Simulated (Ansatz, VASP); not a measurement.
## AlN in VASP and in Ansatz

```xyz
4
Lattice="3.1316 0.0000 0.0000 -1.5658 2.7120 0.0000 0.0000 0.0000 5.0110" Properties=species:S:1:pos:R:3 pbc="T T T"
Al    0.0000    1.8080    0.0000
Al    1.5658    0.9040    2.5055
N     0.0000    1.8080    1.9292
N     1.5658    0.9040    4.4347
```

Change from the starting cell: volume scaled by 1.02.

Alike in both runs: task single point; functional PBEsol; k mesh 10 × 10 × 6; occupations fermi-dirac, width 0.03 eV; no spin polarisation.

|  | VASP | Ansatz |
| --- | --- | --- |
| version | VASP 6.6.1 | Ansatz 0.2.0 |
| potentials or method | VASP PAW PBE potentials, release 64 (Al, N), cutoff 520 eV | all-electron LAPW, scalar-relativistic |

|  | VASP | Ansatz | Ansatz less VASP |
| --- | --- | --- | --- |
| gap on the k mesh at the Fermi level (eV) | 3.92 | 3.91 | -0.006 |
| pressure (GPa) | -3.3 | -3.4 | -0.09 |
| traceless stress, the component that is largest in VASP (GPa) | -1.00 | -0.97 | +0.025 |
| rms of the force components (eV/Å) | 0.102 | 0.102 | -0.0005 |

VASP's potentials were made for PBE, not for PBEsol. Atom by atom the forces differ by 0.001 eV/Å (rms over components). Ansatz ran all-electron here, and VASP with PAW potentials.
